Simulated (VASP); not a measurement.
Wanted: the native input for a VASP 6.6.1 run.

```yaml
Task: single point
Functional: r2SCAN
Potentials_or_basis: VASP PAW PBE potentials, release 64 (Mg)
Cutoff: 520 eV
k_mesh: 15 × 15 × 8
Occupations: fermi-dirac, width 0.15 eV
Spin: no spin polarisation
Dipole_correction: no
Further_INCAR_settings: ALGO = Normal; EDIFF = 1e-06; NBANDS = 9
```

Mg:

```xyz
2
Lattice="3.1919 0.0000 0.0000 -1.5960 2.7643 0.0000 0.0000 0.0000 5.1324" Properties=species:S:1:pos:R:3 pbc="T T T"
Mg    0.0000    1.8429    1.2831
Mg    1.5960    0.9214    3.8493
```

One way to write it, as run:

POSCAR

```
Mg
1.0
    3.1919455194      0.0000000000      0.0000000000
   -1.5959727597      2.7643059072      0.0000000000
    0.0000000000      0.0000000000      5.1323785149
Mg
2
Direct
    0.3333333333      0.6666666667      0.2500000000
    0.6666666667      0.3333333333      0.7500000000
```

INCAR.step1

```
  PREC = Accurate
  ENCUT = 520
  ISMEAR = -1
  SIGMA = 0.15
  LREAL = False
  LASPH = True
  NELM = 80
  NBANDS = 9
  GGA = PE
  ALGO = Normal
  EDIFF = 1E-4
  LWAVE = True
  LCHARG = False
```

INCAR.step2

```
  PREC = Accurate
  ENCUT = 520
  EDIFF = 1E-6
  ISMEAR = -1
  SIGMA = 0.15
  LREAL = False
  LASPH = True
  NELM = 80
  ALGO = Normal
  ISIF = 2
  LWAVE = False
  LCHARG = False
  METAGGA = R2SCAN
  LMIXTAU = True
  NBANDS = 9
  ISTART = 1
```

KPOINTS

```
regular mesh
0
Gamma
  15 15 8
```

Potentials or basis: VASP PAW PBE potentials, release 64 (Mg).

Run with:

```bash
$ cat potpaw_PBE.64/Mg/POTCAR > POTCAR
$ cp INCAR.step1 INCAR
$ mpirun -np 1 vasp_std > vasp.out
$ cp INCAR.step2 INCAR
$ mpirun -np 1 vasp_std > vasp.out
```

Results of the run:

| Property | Result |
| --- | --- |
| Pressure | -0.3 GPa |
| Band gap on the k mesh | zero (bands 2 and 3 overlap by 2.02 eV) |

Caveat: the PAW data sets were made with another functional, which shifts forces and pressure a little.

Run time: 41 s on 1 thread of Intel(R) Xeon(R) 6975P-C (Granite Rapids), on a shared host, peak memory 0.2 GiB.
